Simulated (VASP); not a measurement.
# SiC (Imm2) in VASP: a series of runs

The runs below take SiC through single point, with r2SCAN.

Program: VASP 6.6.1. These are calculated values, not measurements. Logs are shortened: lines on timing, memory, paths and dates and some standing lists are left out, and cuts for length are marked.

## Step 1: The cell of the first run

The structure is orthorhombic, space group Imm2 (No. 44). The conventional cell has a = 3.075 Å, b = 3.075 Å, c = 4.348 Å, α = 90.00°, β = 90.00°, γ = 90.00°. Si (site symmetry mm2) has 4 C at 1.80 to 1.97 Å within 2.4 Å. Within 2.4 Å of C (site symmetry mm2) lie 4 Si at 1.80 to 1.97 Å.

## Step 2: Single point, r2SCAN (all C atoms moved -0.150 Å, as atom 2 along Cartesian [0 0 1])

The input, POSCAR:

```
SiC
1.0
    0.0000000000      2.1740000000      2.1740000000
    2.1740000000      0.0000000000      2.1740000000
    2.1740000000      2.1740000000      0.0000000000
Si C
1 1
Direct
    0.0000000000      0.0000000000      0.0000000000
    0.7155013799      0.7155013799      0.7844986201
```

The input, INCAR.step1:

```
ALGO = Normal ; EDIFF = 1E-4
ENCUT = 520 ; GGA = PE
ISMEAR = 0 ; LASPH = T
LCHARG = F ; LREAL = F
LWAVE = T ; NBANDS = 11
NELM = 60 ; PREC = Accurate
SIGMA = 0.05
```

The input, INCAR.step2:

```
ALGO = Normal ; EDIFF = 1E-6
ENCUT = 520 ; ISIF = 2
ISMEAR = 0 ; ISTART = 1
LASPH = T ; LCHARG = T
LELF = T ; LMIXTAU = T
LREAL = F ; LVHAR = T
LWAVE = F ; METAGGA = R2SCAN
NBANDS = 11 ; NELM = 60
PREC = Accurate ; SIGMA = 0.05
```

The input, KPOINTS:

```
k-points
0
Gamma
  12 12 12
```

Potentials or basis: VASP PAW PBE potentials, release 64 (Si, C).

Command:

```
> cat potpaw_PBE.64/Si/POTCAR potpaw_PBE.64/C/POTCAR > POTCAR
> cp INCAR.step1 INCAR
> mpirun -np 1 vasp_std > vasp.out
> cp INCAR.step2 INCAR
> mpirun -np 1 vasp_std > vasp.out
```

OUTCAR:

```text
EDIFF = 1E-6
   ENCUT = 520
   ISIF = 2
   ISMEAR = 0
   ISTART = 1
   LASPH = T
   LREAL = F
   METAGGA = R2SCAN
   NELM = 60
   PREC = Accurate

 ion  position               nearest neighbor table
   1  0.000  0.000  0.000-   2 1.80   2 1.80   2 1.97   2 1.97
   2  0.716  0.716  0.784-   1 1.80   1 1.80   1 1.97   1 1.97

  LATTYP: Found a face centered cubic cell.
 ALAT       =     4.3480000000

  Lattice vectors:

 A1 = (   0.0000000000,   2.1740000000,   2.1740000000)
 A2 = (   2.1740000000,   0.0000000000,   2.1740000000)
 A3 = (   2.1740000000,   2.1740000000,   0.0000000000)

Analysis of symmetry for initial positions (statically):
=====================================================================
 Subroutine PRICEL returns:
 Original cell was already a primitive cell.

 Routine SETGRP: Setting up the symmetry group for a
 face centered cubic supercell.

 Subroutine GETGRP returns: Found  4 space group operations
 (whereof  4 operations were pure point group operations)
 out of a pool of 48 trial point group operations.

The static configuration has the point symmetry C_2v.

Analysis of symmetry for dynamics (positions and initial velocities):
=====================================================================
 Subroutine PRICEL returns:
 Original cell was already a primitive cell.

 Routine SETGRP: Setting up the symmetry group for a
 face centered cubic supercell.

 Subroutine GETGRP returns: Found  4 space group operations
 (whereof  4 operations were pure point group operations)
 out of a pool of 48 trial point group operations.

The dynamic configuration has the point symmetry C_2v.

 Subroutine INISYM returns: Found  4 space group operations
 (whereof  4 operations are pure point group operations),
 and found     1 'primitive' translations

----------------------------------------------------------------------------------------

                                     Primitive cell

  volume of cell :      20.5498

  direct lattice vectors                    reciprocal lattice vectors
     0.000000000  2.174000000  2.174000000    -0.229990800  0.229990800  0.229990800
     2.174000000  0.000000000  2.174000000     0.229990800 -0.229990800  0.229990800
     2.174000000  2.174000000  0.000000000     0.229990800  0.229990800 -0.229990800

  length of vectors
     3.074500285  3.074500285  3.074500285     0.398355752  0.398355752  0.398355752

  position of ions in fractional coordinates (direct lattice)
     0.000000000  0.000000000  0.000000000
     0.715501380  0.715501380  0.784498620

  ion indices of the primitive-cell ions
   primitive index   ion index
                 1           1
                 2           2

----------------------------------------------------------------------------------------

 KPOINTS: k-points

Automatic generation of k-mesh.
 Grid dimensions read from file:
 generate k-points for:   12   12   12

 Generating k-lattice:

  Cartesian coordinates                     Fractional coordinates (reciprocal lattice)
    -0.019165900  0.019165900  0.019165900     0.083333333  0.000000000  0.000000000
     0.019165900 -0.019165900  0.019165900     0.000000000  0.083333333  0.000000000
     0.019165900  0.019165900 -0.019165900     0.000000000  0.000000000  0.083333333

  Length of vectors
     0.033196313  0.033196313  0.033196313

  Shift w.r.t. Gamma in fractional coordinates (k-lattice)
     0.000000000  0.000000000  0.000000000

 Subroutine IBZKPT returns following result:
 ===========================================

 Found    280 irreducible k-points:

 Following reciprocal coordinates:
            Coordinates               Weight
  0.000000  0.000000  0.000000      1.000000
  0.083333  0.000000  0.000000      4.000000
  0.000000  0.000000  0.083333      4.000000
  0.166667  0.000000  0.000000      4.000000
  0.000000  0.000000  0.166667      4.000000
  0.250000  0.000000  0.000000      4.000000
[... 16 lines left out ...]
  0.083333  0.083333 -0.166667      4.000000
  0.333333  0.083333  0.000000      4.000000
 [... further k-points ...]
   k-points           NKPTS =    280   k-points in BZ     NKDIM =    280   number of bands    NBANDS=     11
   number of dos      NEDOS =    301   number of ions     NIONS =      2
   total plane-waves  NPLWV =  13824
   dimension x,y,z NGX =    24 NGY =   24 NGZ =   24
   dimension x,y,z NGXF=    48 NGYF=   48 NGZF=   48
   ions per type =               1   1
   NGX,Y,Z   is equivalent  to a cutoff of  12.98, 12.98, 12.98 a.u.
   NGXF,Y,Z  is equivalent  to a cutoff of  25.95, 25.95, 25.95 a.u.
 SYSTEM =  unknown system
   PREC   = accura    normal or accurate (medium, high low for compatibility)
   ISTART =      1    job   : 0-new  1-cont  2-samecut
   ICHARG =      0    charge: 1-file 2-atom 10-const
   ISPIN  =      1    spin polarized calculation?
   LNONCOLLINEAR =      F non collinear calculations
   LSORBIT =      F    spin-orbit coupling
[... 55 lines left out ...]
 fundamental gap:      0.9914444162
 Fermi energy:         8.9470876639

 k-point     1 :       0.0000    0.0000    0.0000
  band No.  band energies     occupation
      1      -8.1923      2.00000
      2       7.2469      2.00000
      3       8.1060      2.00000
      4       8.7186      2.00000
      5      14.8608      0.00000
      6      15.7360      0.00000
      7      15.9497      0.00000
      8      16.3316      0.00000
      9      23.2652      0.00000
     10      23.3048      0.00000
     11      25.6145      0.00000

 k-point     2 :       0.0833    0.0000    0.0000
  band No.  band energies     occupation
      1      -8.0499      2.00000
      2       6.6922      2.00000
      3       7.8761      2.00000
      4       8.6074      2.00000
      5      15.0600      0.00000
      6      15.9202      0.00000
      7      15.9908      0.00000
      8      16.6841      0.00000
      9      22.3797      0.00000
     10      22.5531      0.00000
     11      25.7716      0.00000

 k-point     3 :       0.0000    0.0000    0.0833
  band No.  band energies     occupation
      1      -8.0522      2.00000
      2       7.1623      2.00000
      3       7.5552      2.00000
      4       8.3634      2.00000
      5      15.1505      0.00000
      6      15.7766      0.00000
      7      16.2282      0.00000
      8      16.5150      0.00000
      9      22.6417      0.00000
     10      22.6910      0.00000
     11      25.2570      0.00000

 k-point     4 :       0.1667    0.0000    0.0000
  band No.  band energies     occupation
      1      -7.6272      2.00000
      2       5.1744      2.00000
      3       7.5297      2.00000
      4       8.3365      2.00000
      5      14.9415      0.00000
      6      16.2479      0.00000
      7      16.6318      0.00000
      8      17.4194      0.00000
      9      21.5598      0.00000
     10      21.6086      0.00000
     11      25.0286      0.00000

 k-point     5 :       0.0000    0.0000    0.1667
  band No.  band energies     occupation
      1      -7.6373      2.00000
      2       5.8439      2.00000
      3       6.9486      2.00000
      4       8.0518      2.00000
      5      14.9451      0.00000
      6      16.1369      0.00000
      7      16.8813      0.00000
      8      17.1514      0.00000
      9      21.8856      0.00000
     10      22.1759      0.00000
     11      24.4736      0.00000
[... 211 lines left out ...]
 k-point    21 :       0.0000    0.2500    0.0833
  band No.  band energies     occupation
      1      -7.0730      2.00000
      2       3.8970      2.00000
      3       6.9143      2.00000
      4       7.9253      2.00000
      5      14.7371      0.00000
      6      15.9281      0.00000
      7      17.3913      0.00000
      8      18.0480      0.00000
      9      20.5281      0.00000
     10      22.7980      0.00000
     11      25.4709      0.00000

 k-point    22 :       0.0833    0.0000    0.2500
  band No.  band energies     occupation
      1      -7.0951      2.00000
      2       4.5359      2.00000
      3       6.5374      2.00000
      4       7.4149      2.00000
      5      14.6450      0.00000
      6      16.4043      0.00000
      7      17.0398      0.00000
      8      17.6038      0.00000
      9      21.0299      0.00000
     10      23.6753      0.00000
     11      24.9967      0.00000

 k-point    23 :       0.0833    0.0833   -0.1667
  band No.  band energies     occupation
      1      -7.0906      2.00000
      2       4.4564      2.00000
      3       6.3516      2.00000
      4       7.7283      2.00000
      5      14.6727      0.00000
      6      15.9124      0.00000
      7      17.5924      0.00000
      8      17.7643      0.00000
      9      20.9753      0.00000
     10      23.2199      0.00000
     11      24.9515      0.00000

 k-point    24 :       0.3333    0.0833    0.0000
  band No.  band energies     occupation
      1      -6.2371      2.00000
      2       2.0795      2.00000
      3       6.7241      2.00000
      4       7.3012      2.00000
      5      14.5190      0.00000
      6      16.4644      0.00000
      7      16.8210      0.00000
      8      18.2034      0.00000
      9      21.6978      0.00000
     10      24.0777      0.00000
     11      25.2039      0.00000

 [... further k-points ...]
[... 5 lines left out ...]
  --------------------------------------------------------------------------------------
  -------------------------------------------------------------------------------------
  Total        0.6748736      0.6748736      0.1312532     -1.2110824      0.0000000      0.0000000
  in kB       52.6167969     52.6167969     10.2332121    -94.4225339      0.0000000      0.0000000
  external PRESSURE =      38.4889353 kB  Pullay stress =       0.0000000 kB

 VOLUME and BASIS-vectors are now :
 -----------------------------------------------------------------------------
  energy-cutoff  :      520.00
  volume of cell :       20.55
      direct lattice vectors                 reciprocal lattice vectors
     0.000000000  2.174000000  2.174000000    -0.229990800  0.229990800  0.229990800
     2.174000000  0.000000000  2.174000000     0.229990800 -0.229990800  0.229990800
     2.174000000  2.174000000  0.000000000     0.229990800  0.229990800 -0.229990800

 POSITION                                       TOTAL-FORCE (eV/Angst)
 -----------------------------------------------------------------------------------
      0.00000      0.00000      0.00000         0.000000      0.000000     -2.905078
      3.26100      3.26100      3.11100        -0.000000     -0.000000      2.905078
 -----------------------------------------------------------------------------------
    total drift:                                0.000000      0.000000     -0.000018

  FREE ENERGIE OF THE ION-ELECTRON SYSTEM (eV)
  ---------------------------------------------------
  free  energy   TOTEN  =       -19.1056946337 eV

  energy  without entropy=      -19.1056946337  energy(sigma->0) =      -19.10569463
```

Wall time 2.2 min (1 thread of Intel Xeon Platinum 8259CL at 2.50GHz (Skylake/Cascade Lake), shared host); peak memory 0.18 GiB.

What came out:

| Item | Value |
| --- | --- |
| Free energy | -19.1057 eV |
| Pressure | 3.8 GPa |
| Largest force | 2.905 eV/Å |
| Band gap on the k mesh | 0.99 eV, indirect (least direct gap 4.69 eV) |

Forces in eV/Å, atoms in the order of the input:
```
Si   0.000  0.000 -2.905
C    0.000  0.000  2.905
```

Levels at points of the mesh, in eV from the valence-band top:
| k point | band 1 | band 2 | band 3 | band 4 | band 5 | band 6 | band 7 | band 8 |
| --- | --- | --- | --- | --- | --- | --- | --- | --- |
| (0.00, 0.00, 0.00) | -16.91 | -1.47 | -0.61 | 0.00 | 6.14 | 7.02 | 7.23 | 7.61 |
| (0.50, 0.00, 0.00) | -13.15 | -9.83 | -2.04 | -1.18 | 5.28 | 6.68 | 7.84 | 10.26 |
| (0.00, 0.00, 0.50) | -13.39 | -9.22 | -2.46 | -1.39 | 5.30 | 6.47 | 7.53 | 10.29 |
| (0.50, 0.50, 0.00) | -11.84 | -8.67 | -4.46 | -3.67 | 1.03 | 4.23 | 14.51 | 14.56 |
| (0.00, 0.50, 0.50) | -11.82 | -8.79 | -3.96 | -3.93 | 0.99 | 4.05 | 14.47 | 14.70 |

Caveat: the cell differs from its parent crystal (all C atoms moved -0.150 Å, as atom 2 along Cartesian [0 0 1]); the PAW data sets were made with another functional, which shifts forces and pressure a little. A k mesh can miss the band edges.

## Step 3: Single point, r2SCAN (all C atoms moved +0.263 Å, as atom 2 along Cartesian [0 0 1])

Changes to POSCAR since step 2:

```diff
@@ -9,2 +9,2 @@
     0.0000000000      0.0000000000      0.0000000000
-    0.7155013799      0.7155013799      0.7844986201
+    0.8103725851      0.8103725851      0.6896274149
```

The input, INCAR.step1:

```
SYSTEM = SiC
ALGO     = Normal         ! electronic algorithm
EDIFF    = 1E-4           ! SCF threshold, eV
ENCUT    = 520            ! plane-wave cutoff, eV
GGA      = PE             ! functional
ISMEAR   = 0              ! smearing method
LASPH    = .TRUE.         ! aspherical terms in the spheres
LCHARG   = .FALSE.        ! write CHGCAR
LREAL    = .FALSE.        ! projectors in reciprocal space
LWAVE    = .TRUE.         ! write WAVECAR
NBANDS   = 11             ! bands
NELM     = 100            ! most SCF steps
PREC     = Accurate       ! precision mode
SIGMA    = 0.05           ! smearing width, eV
```

The input, INCAR.step2:

```
SYSTEM = SiC
ALGO     = Normal         ! electronic algorithm
EDIFF    = 1E-7           ! SCF threshold, eV
ENCUT    = 520            ! plane-wave cutoff, eV
ISIF     = 2              ! what is computed and relaxed
ISMEAR   = 0              ! smearing method
ISTART   = 1            
LASPH    = .TRUE.         ! aspherical terms in the spheres
LCHARG   = .TRUE.         ! write CHGCAR
LELF     = .TRUE.         ! ELF
LMIXTAU  = .TRUE.       
LREAL    = .FALSE.        ! projectors in reciprocal space
LVHAR    = .TRUE.       
LWAVE    = .FALSE.        ! write WAVECAR
METAGGA  = R2SCAN         ! meta-GGA
NBANDS   = 11             ! bands
NELM     = 100            ! most SCF steps
PREC     = Accurate       ! precision mode
SIGMA    = 0.05           ! smearing width, eV
```

The input, KPOINTS:

```
k-points
0
G
  12 12 12
  0 0 0
```

Potentials or basis: VASP PAW PBE potentials, release 64 (Si, C).

Command:

```
> cat potpaw_PBE.64/Si/POTCAR potpaw_PBE.64/C/POTCAR > POTCAR
> cp INCAR.step1 INCAR
> mpirun -np 1 vasp_std > vasp.out
> cp INCAR.step2 INCAR
> mpirun -np 1 vasp_std > vasp.out
```

Run time: 2.4 min. Hardware: 1 thread of Intel Xeon Platinum 8259CL at 2.50GHz (Skylake/Cascade Lake), shared host; peak memory 0.18 GiB.

It converged, with:

- Free energy: -18.6697 eV
- Pressure: 9.3 GPa
- Largest force: 4.785 eV/Å
- Band gap on the k mesh: 0.52 eV, indirect (least direct gap 4.45 eV)

Forces on the atoms (eV/Å):
```
Si   0.000  0.000  4.785
C    0.000  0.000 -4.785
```

Stress tensor (GPa, compression positive):
```
13.54 17.25  0.00
17.25 13.54  0.00
 0.00  0.00  0.78
```

Levels at points of the mesh, in eV from the valence-band top:
```csv
k point,band 2,band 3,band 4,band 5,band 6,band 7
"(0.00, 0.00, 0.00)",-2.45,-0.86,0.00,5.56,6.67,6.90
"(0.50, 0.00, 0.00)",-9.37,-3.35,-1.40,4.72,5.84,7.45
"(0.00, 0.00, 0.50)",-10.39,-2.48,-1.19,4.73,6.01,7.92
"(0.50, 0.50, 0.00)",-8.89,-5.18,-3.83,0.62,3.96,14.16
"(0.00, 0.50, 0.50)",-9.24,-4.20,-4.13,0.52,3.45,13.71
```

Caveat: the cell differs from its parent crystal (all C atoms moved +0.263 Å, as atom 2 along Cartesian [0 0 1]); the PAW data sets were made with another functional, which shifts forces and pressure a little. A k mesh can miss the band edges.

## Step 4: Single point, r2SCAN (all C atoms moved +0.188 Å, as atom 2 along Cartesian [0 0 1])

Changes to POSCAR since step 3:

```diff
@@ -9,2 +9,2 @@
     0.0000000000      0.0000000000      0.0000000000
-    0.8103725851      0.8103725851      0.6896274149
+    0.7931232751      0.7931232751      0.7068767249
```

The input, INCAR.step1:

```
SYSTEM = SiC
  PREC = Accurate
  ENCUT = 520
  ISMEAR = 0
  SIGMA = 0.05
  LREAL = .False.
  LASPH = .True.
  NELM = 100
  NBANDS = 11
  GGA = PE
  ALGO = Normal
  EDIFF = 1E-4
  LWAVE = .True.
  LCHARG = .False.
```

The input, INCAR.step2:

```
SYSTEM = SiC
  PREC = Accurate
  ENCUT = 520
  EDIFF = 1E-6
  ISMEAR = 0
  SIGMA = 0.05
  LREAL = .False.
  LASPH = .True.
  NELM = 100
  ALGO = Normal
  ISIF = 2
  LWAVE = .False.
  LCHARG = .False.
  METAGGA = R2SCAN
  LMIXTAU = .True.
  NBANDS = 11
  ISTART = 1
```

The input, KPOINTS:

```
Automatic mesh
0
Gamma
  12 12 12
  0 0 0
```

Command:

```
> cat potpaw_PBE.64/Si/POTCAR potpaw_PBE.64/C/POTCAR > POTCAR
> cp INCAR.step1 INCAR
> mpirun -np 1 vasp_std > vasp.out
> cp INCAR.step2 INCAR
> mpirun -np 1 vasp_std > vasp.out
```

It took 2.3 min on 1 thread of Intel Xeon Platinum 8259CL at 2.50GHz (Skylake/Cascade Lake), shared host; peak memory 0.18 GiB.

Results (log left out):

```
Free energy            : -18.9842 eV
Pressure               : 5.4 GPa
Largest force          : 3.572 eV/Å
Band gap on the k mesh : 0.82 eV, indirect (least direct gap 4.61 eV)
```

Forces in eV/Å, atoms in the order of the input:
```
Si   0.000  0.000  3.572
C    0.000  0.000 -3.572
```

Stress tensor (GPa, compression positive):
```
 7.55 11.95  0.00
11.95  7.55  0.00
 0.00  0.00  0.96
```

Levels at points of the mesh, in eV from the valence-band top:
```tsv
k point	band 2	band 3	band 4	band 5	band 6	band 7
(0.00, 0.00, 0.00)	-1.81	-0.72	0.00	5.95	6.87	7.10
(0.50, 0.00, 0.00)	-9.28	-2.77	-1.41	5.11	6.22	7.49
(0.00, 0.00, 0.50)	-10.03	-2.21	-1.19	5.10	6.44	7.87
(0.50, 0.50, 0.00)	-8.76	-4.71	-3.73	0.88	4.12	14.38
(0.00, 0.50, 0.50)	-8.95	-4.06	-4.02	0.82	3.85	14.25
```

Caveat: the cell differs from its parent crystal (all C atoms moved +0.188 Å, as atom 2 along Cartesian [0 0 1]); the PAW data sets were made with another functional, which shifts forces and pressure a little.
